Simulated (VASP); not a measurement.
# BaMgSbF (P4/nmm) in VASP: single point with PBE

Aim: the single point of BaMgSbF with PBE.

All numbers are computed with VASP 6.6.1; they aren't measurements. Logs are shortened: lines on timing, memory, paths and dates and some standing lists are left out, and cuts for length are marked.

## Step 1: The cell of the first run

It takes space group P4/nmm (No. 129, tetragonal). The conventional cell has a = 4.613 Å, b = 4.613 Å, c = 9.964 Å, α = 90.00°, β = 90.00°, γ = 90.00°. Ba (site symmetry 4mm) has 4 F at 2.70 Å and 4 Sb at 3.74 Å within 3.8 Å. Sb (site symmetry 4mm) has 4 Mg at 2.90 Å and 4 Ba at 3.74 Å within 3.8 Å. Mg (site symmetry -4m2) has 4 Sb at 2.90 Å and 4 Mg at 3.26 Å within 3.8 Å. F (site symmetry -4m2) has 4 Ba at 2.70 Å and 4 F at 3.26 Å within 3.6 Å.

## Step 2: Single point, PBE

Input file INCAR:

```
SYSTEM = BaMgSbF
ALGO = Normal
EDIFF = 1E-6
ENCUT = 840
GGA = PE
GGA_COMPAT = .FALSE.
ISIF = 2
ISMEAR = 0
LASPH = .TRUE.
LCHARG = .FALSE.
LREAL = .FALSE.
LWAVE = .FALSE.
NBANDS = 52
NELM = 120
PREC = Accurate
SIGMA = 0.02
```

Input file KPOINTS:

```
k-points
0
G
  6 6 4
  0 0 0
```

Input file POSCAR:

```
BaMgSbF
1.0
    4.6133502368      0.0000000000      0.0000000000
    0.0000000000      4.6133502368      0.0000000000
    0.0000000000      0.0000000000      9.9636604083
Ba Sb Mg F
2 2 2 2
Direct
    0.5000000000      0.0000000000      0.1403855618
    0.0000000000      0.5000000000      0.8596144382
    0.5000000000      0.0000000000      0.6760309134
    0.0000000000      0.5000000000      0.3239690866
    0.5000000000      0.5000000000      0.5000000000
    0.0000000000      0.0000000000      0.5000000000
    0.5000000000      0.5000000000      0.0000000000
    0.0000000000      0.0000000000      0.0000000000
```

Potentials or basis: VASP PAW PBE potentials, release 64 (Ba_sv, Sb_d_GW, Mg_sv, F).

The run is started by

```console
> cat potpaw_PBE.64/Ba_sv/POTCAR potpaw_PBE.64/Sb_d_GW/POTCAR potpaw_PBE.64/Mg_sv/POTCAR potpaw_PBE.64/F/POTCAR > POTCAR
> mpirun -np 1 vasp_std > vasp.out
```

OUTCAR:

```text
SYSTEM = BaMgSbF
   EDIFF = 1E-6
   ENCUT = 840
   GGA = PE
   ISIF = 2
   ISMEAR = 0
   LASPH = .TRUE.
   LREAL = .FALSE.
   NELM = 120
   PREC = Accurate

 ion  position               nearest neighbor table
   1  0.500  0.000  0.140-   7 2.70   8 2.70   7 2.70   8 2.70   4 3.74   4 3.74   4 3.74   4 3.74
                             2 4.30   2 4.30   2 4.30   2 4.30
   2  0.000  0.500  0.860-   7 2.70   8 2.70   8 2.70   7 2.70   3 3.74   3 3.74   3 3.74   3 3.74
                             1 4.30   1 4.30   1 4.30   1 4.30
   3  0.500  0.000  0.676-   2 3.74   2 3.74   2 3.74   2 3.74
   4  0.000  0.500  0.324-   1 3.74   1 3.74   1 3.74   1 3.74
   5  0.500  0.500  0.500-
   6  0.000  0.000  0.500-
   7  0.500  0.500  0.000-   1 2.70   2 2.70   1 2.70   2 2.70
   8  0.000  0.000  0.000-   1 2.70   2 2.70   2 2.70   1 2.70

  LATTYP: Found a simple tetragonal cell.
 ALAT       =     4.6133502368
 C/A-ratio  =     2.1597450653

  Lattice vectors:

 A1 = (   4.6133502368,   0.0000000000,   0.0000000000)
 A2 = (   0.0000000000,   4.6133502368,   0.0000000000)
 A3 = (   0.0000000000,   0.0000000000,   9.9636604083)

Analysis of symmetry for initial positions (statically):
=====================================================================
 Subroutine PRICEL returns:
 Original cell was already a primitive cell.

 Routine SETGRP: Setting up the symmetry group for a
 simple tetragonal supercell.

 Subroutine GETGRP returns: Found 16 space group operations
 (whereof  8 operations were pure point group operations)
 out of a pool of 16 trial point group operations.

The static configuration has the point symmetry D_2d.
 The point group associated with its full space group is D_4h.

Analysis of symmetry for dynamics (positions and initial velocities):
=====================================================================
 Subroutine PRICEL returns:
 Original cell was already a primitive cell.

 Routine SETGRP: Setting up the symmetry group for a
 simple tetragonal supercell.

 Subroutine GETGRP returns: Found 16 space group operations
 (whereof  8 operations were pure point group operations)
 out of a pool of 16 trial point group operations.

The dynamic configuration has the point symmetry D_2d.
 The point group associated with its full space group is D_4h.

 Subroutine INISYM returns: Found 16 space group operations
 (whereof  8 operations are pure point group operations),
 and found     1 'primitive' translations

----------------------------------------------------------------------------------------

                                     Primitive cell

  volume of cell :     212.0566

  direct lattice vectors                    reciprocal lattice vectors
     4.613350237  0.000000000  0.000000000     0.216762212  0.000000000  0.000000000
     0.000000000  4.613350237  0.000000000     0.000000000  0.216762212  0.000000000
     0.000000000  0.000000000  9.963660408     0.000000000  0.000000000  0.100364721

  length of vectors
     4.613350237  4.613350237  9.963660408     0.216762212  0.216762212  0.100364721

  position of ions in fractional coordinates (direct lattice)
     0.500000000  0.000000000  0.140385562
     0.000000000  0.500000000  0.859614438
     0.500000000  0.000000000  0.676030913
     0.000000000  0.500000000  0.323969087
     0.500000000  0.500000000  0.500000000
     0.000000000  0.000000000  0.500000000
     0.500000000  0.500000000  0.000000000
     0.000000000  0.000000000  0.000000000

  ion indices of the primitive-cell ions
   primitive index   ion index
                 1           1
                 2           2
                 3           3
                 4           4
                 5           5
                 6           6
                 7           7
                 8           8

----------------------------------------------------------------------------------------

 KPOINTS: k-points

Automatic generation of k-mesh.
 Grid dimensions read from file:
 generate k-points for:    6    6    4

 Generating k-lattice:

  Cartesian coordinates                     Fractional coordinates (reciprocal lattice)
     0.036127035  0.000000000  0.000000000     0.166666667  0.000000000  0.000000000
     0.000000000  0.036127035  0.000000000     0.000000000  0.166666667  0.000000000
     0.000000000  0.000000000  0.025091180     0.000000000  0.000000000  0.250000000

  Length of vectors
     0.036127035  0.036127035  0.025091180

  Shift w.r.t. Gamma in fractional coordinates (k-lattice)
     0.000000000  0.000000000  0.000000000

 Subroutine IBZKPT returns following result:
 ===========================================

 Found     30 irreducible k-points:

 Following reciprocal coordinates:
            Coordinates               Weight
  0.000000  0.000000  0.000000      1.000000
  0.166667  0.000000  0.000000      4.000000
  0.333333  0.000000  0.000000      4.000000
  0.500000  0.000000  0.000000      2.000000
  0.166667  0.166667  0.000000      4.000000
  0.333333  0.166667  0.000000      8.000000
[... 16 lines left out ...]
  0.333333  0.000000  0.500000      4.000000
  0.500000  0.000000  0.500000      2.000000
 [... further k-points ...]
   k-points           NKPTS =     30   k-points in BZ     NKDIM =     30   number of bands    NBANDS=     52
   number of dos      NEDOS =    301   number of ions     NIONS =      8
   total plane-waves  NPLWV = 221184
   dimension x,y,z NGX =    48 NGY =   48 NGZ =   96
   dimension x,y,z NGXF=    96 NGYF=   96 NGZF=  192
   ions per type =               2   2   2   2
   NGX,Y,Z   is equivalent  to a cutoff of  17.30, 17.30, 16.02 a.u.
   NGXF,Y,Z  is equivalent  to a cutoff of  34.59, 34.59, 32.04 a.u.
 SYSTEM =  BaMgSbF
   PREC   = accura    normal or accurate (medium, high low for compatibility)
   ISTART =      0    job   : 0-new  1-cont  2-samecut
   ICHARG =      2    charge: 1-file 2-atom 10-const
   ISPIN  =      1    spin polarized calculation?
   LNONCOLLINEAR =      F non collinear calculations
   LSORBIT =      F    spin-orbit coupling
   LASPH  =      T    aspherical Exc in radial PAW
   ENCUT  =  840.0 eV  61.74 Ry    7.86 a.u.  10.90 10.90 23.55*2*pi/ulx,y,z
   NELM   =    120;   NELMIN=  2; NELMDL= -5     # of ELM steps
   EDIFF  = 0.1E-05   stopping-criterion for ELM
   LREAL  =      F    real-space projection
[... 7 lines left out ...]
   TEBEG  =    0.0;   TEEND  =   0.0 temperature during run
   PSTRESS=    0.0 pullay stress
   NELECT =      84.0000    total number of electrons
   NUPDOWN=      -1.0000    fix difference up-down
   EMIN   =  10.00;   EMAX   =-10.00  energy-range for DOS
   EFERMI =   0.00;   METHOD = LEGACY
   ISMEAR =     0;   SIGMA  =   0.02  broadening in eV -4-tet -1-fermi 0-gaus
   EFERMI_NEDOS =   21; number of points for ismear=-14 and -15
   IALGO  =     38    algorithm
   IMIX   =      4    mixing-type and parameters
     AMIX     =   0.40;   BMIX     =  1.00
     AMIX_MAG =   1.60;   BMIX_MAG =  1.00
  volume/ion in A,a.u.               =      26.51       178.88
  Fermi-wavevector in a.u.,A,eV,Ry     =   1.202312  2.272041 19.667972  1.445555
  Thomas-Fermi vector in A             =   2.338097
   LORBIT       =      0    0 simple, 1 ext, 2 COOP (PROOUT), +10 PAW based schemes
   GGA     = PE    functional components
   LHFCALC =     F    Hartree Fock is set to
   AEXX    =    0.0000 exact exchange contribution
   IVDW    =     0    specifies the selected vdW correction
   LEPSILON=     F    determine dielectric tensor
   LRPA    =     F    only Hartree local field effects (RPA)
 non-spin polarized calculation
 Gauss-broadening in eV      SIGMA  =   0.02
  energy-cutoff  :      840.00
  volume of cell :      212.06
 maximum number of plane-waves:     11800
 NGX is ok and might be reduce to    48
   NGX = 21   NGY = 21   NGZ = 47

 number of electron      84.0000011 magnetization

 Free energy of the ion-electron system (eV)
  ---------------------------------------------------
  ext. energy  EPLUGINS =         0.00000000
  ---------------------------------------------------
  free energy    TOTEN  =       -34.43052182 eV

  energy without entropy =      -34.43052182  energy(sigma->0) =      -34.43052182

 E-fermi :   2.8274     XC(G=0):  -8.9703

 val. band max:        2.6782661355   @ k =   0.0000   0.0000   0.0000
 cond. band min:       3.9071265459   @ k =   0.0000   0.0000   0.0000
 fundamental gap:      1.2288604104
 Fermi energy:         2.8274354814

 k-point     1 :       0.0000    0.0000    0.0000
  band No.  band energies     occupation
      1     -72.8787      2.00000
      2     -72.8774      2.00000
      3     -39.6432      2.00000
      4     -39.6432      2.00000
      5     -39.6352      2.00000
      6     -39.6328      2.00000
[... 44 lines left out ...]
     51       7.3897      0.00000
     52       7.5889      0.00000

 k-point     2 :       0.1667    0.0000    0.0000
  band No.  band energies     occupation
      1     -72.8787      2.00000
      2     -72.8775      2.00000
      3     -39.6424      2.00000
      4     -39.6424      2.00000
      5     -39.6351      2.00000
      6     -39.6330      2.00000
[... 44 lines left out ...]
     51       7.2277      0.00000
     52       7.6165      0.00000

 k-point     3 :       0.3333    0.0000    0.0000
  band No.  band energies     occupation
      1     -72.8784      2.00000
      2     -72.8777      2.00000
      3     -39.6403      2.00000
      4     -39.6402      2.00000
      5     -39.6346      2.00000
      6     -39.6344      2.00000
[... 44 lines left out ...]
     51       7.1157      0.00000
     52       7.5809      0.00000
[... 1046 lines left out ...]
 k-point    23 :       0.3333    0.0000    0.5000
  band No.  band energies     occupation
      1     -72.8784      2.00000
      2     -72.8777      2.00000
      3     -39.6403      2.00000
      4     -39.6402      2.00000
      5     -39.6346      2.00000
      6     -39.6344      2.00000
[... 44 lines left out ...]
     51       7.2212      0.00000
     52       7.6025      0.00000

 k-point    24 :       0.5000    0.0000    0.5000
  band No.  band energies     occupation
      1     -72.8781      2.00000
      2     -72.8781      2.00000
      3     -39.6374      2.00000
      4     -39.6374      2.00000
      5     -39.6372      2.00000
      6     -39.6372      2.00000
[... 44 lines left out ...]
     51       7.0565      0.00000
     52       7.0711      0.00000

 [... further k-points ...]

------------------------ aborting loop because EDIFF is reached ----------------------------------------

  FORCE on cell =-STRESS in cart. coord.  units (eV):
  Direction    XX          YY          ZZ          XY          YZ          ZX
  --------------------------------------------------------------------------------------
  -------------------------------------------------------------------------------------
  Total        0.5191872      0.5191872      0.3937481      0.0000000      0.0000000      0.0000000
  in kB        3.9226789      3.9226789      2.9749339      0.0000000      0.0000000      0.0000000
  external PRESSURE =       3.6067639 kB  Pullay stress =       0.0000000 kB

 VOLUME and BASIS-vectors are now :
 -----------------------------------------------------------------------------
  energy-cutoff  :      840.00
  volume of cell :      212.06
      direct lattice vectors                 reciprocal lattice vectors
     4.613350237  0.000000000  0.000000000     0.216762212  0.000000000  0.000000000
     0.000000000  4.613350237  0.000000000     0.000000000  0.216762212  0.000000000
     0.000000000  0.000000000  9.963660408     0.000000000  0.000000000  0.100364721

 POSITION                                       TOTAL-FORCE (eV/Angst)
 -----------------------------------------------------------------------------------
      2.30668      0.00000      1.39875         0.000000     -0.000000      0.100757
      0.00000      2.30668      8.56491         0.000000      0.000000     -0.100757
      2.30668      0.00000      6.73574        -0.000000     -0.000000     -0.024408
      0.00000      2.30668      3.22792         0.000000     -0.000000      0.024408
      2.30668      2.30668      4.98183         0.000000     -0.000000      0.000000
      0.00000      0.00000      4.98183         0.000000     -0.000000      0.000000
      2.30668      2.30668      0.00000         0.000000     -0.000000      0.000000
      0.00000      0.00000      0.00000         0.000000      0.000000      0.000000
 -----------------------------------------------------------------------------------
    total drift:                                0.000000      0.000000      0.000000

  FREE ENERGIE OF THE ION-ELECTRON SYSTEM (eV)
  ---------------------------------------------------
  free  energy   TOTEN  =       -34.4305218246 eV

  energy  without entropy=      -34.4305218246  energy(sigma->0) =      -34.43052182
```

It took 12 min on 1 thread of Intel Xeon Platinum 8559C (Emerald Rapids), shared host; peak memory 0.94 GiB.

Results:

```yaml
Free_energy: -34.4305 eV
Pressure: 0.4 GPa
Largest_force: 0.101 eV/Å
Band_gap_on_the_k_mesh: 1.23 eV
```

Forces in eV/Å, atoms in the order of the input:
```
Ba   0.000  0.000  0.101
Ba   0.000  0.000 -0.101
Sb   0.000  0.000 -0.024
Sb   0.000  0.000  0.024
Mg   0.000  0.000  0.000
Mg   0.000  0.000  0.000
F    0.000  0.000  0.000
F    0.000  0.000  0.000
```

Stress tensor (GPa, compression positive):
```
0.39 0.00 0.00
0.00 0.39 0.00
0.00 0.00 0.30
```

Levels at points of the mesh, in eV from the valence-band top:
```csv
k point,band 39,band 40,band 41,band 42,band 43,band 44,band 45,band 46
"(0.00, 0.00, 0.00)",-1.11,-0.56,0.00,0.00,1.23,1.62,2.19,2.89
"(0.50, 0.00, 0.00)",-0.98,-0.98,-0.39,-0.39,2.44,2.44,2.68,2.68
"(0.50, 0.50, 0.00)",-1.79,-1.79,-1.62,-1.62,1.58,1.58,2.70,2.70
"(0.00, 0.00, 0.50)",-1.10,-0.93,-0.01,-0.01,1.49,1.85,2.33,2.97
"(0.50, 0.00, 0.50)",-0.88,-0.88,-0.39,-0.39,2.57,2.57,2.80,2.80
"(0.50, 0.50, 0.50)",-1.79,-1.79,-1.64,-1.64,1.94,1.94,2.72,2.72
```

Caveat: spin-orbit coupling is left out, which moves the levels of the heavy elements. A k mesh can miss the band edges.
